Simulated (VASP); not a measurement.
Ga2O3, 10 atoms in the cell. It takes space group C2/m (No. 12, monoclinic). The conventional cell has a = 12.255 Å, b = 3.039 Å, c = 5.808 Å, α = 90.00°, β = 103.81°, γ = 90.00°. Within 2.4 Å of Ga (site symmetry m) lie 4 O at 1.83 to 1.87 Å. Ga (site symmetry m) has 6 O at 1.94 to 2.08 Å within 2.6 Å. Within 2.4 Å of O (site symmetry m) lie 3 Ga at 1.83 to 1.94 Å. Within 2.5 Å of O (site symmetry m) lie 4 Ga at 1.87 to 2.08 Å. Within 2.4 Å of O (site symmetry m) lie 3 Ga at 1.84 to 1.94 Å. 

* Program: VASP 6.6.1
* Task: single point
* Functional: r2SCAN
* Potentials or basis: VASP PAW PBE potentials, release 64 (Ga_d, O)
* Cutoff: 520 eV
* k mesh: 8 × 8 × 4
* Occupations: gaussian, width 0.01 eV
* Spin: no spin polarisation
* Dipole correction: no
* Further INCAR settings: ALGO = Normal; EDIFF = 1e-07; NBANDS = 55

Potentials or basis: VASP PAW PBE potentials, release 64 (Ga_d, O).

Launch:

```console
$ cat potpaw_PBE.64/Ga_d/POTCAR potpaw_PBE.64/O/POTCAR > POTCAR
$ cp INCAR.step1 INCAR
$ mpirun -np 1 vasp_std > vasp.out
$ cp INCAR.step2 INCAR
$ mpirun -np 1 vasp_std > vasp.out
```

Hardware: 1 thread of AMD EPYC 9R45 96-Core Processor (Zen 5), on a shared host.

How long does it take, and how much memory?

Run time: 40 min on 1 thread of AMD EPYC 9R45 96-Core Processor (Zen 5) (shared host), peak memory 0.53 GiB. Counts: k points 78.
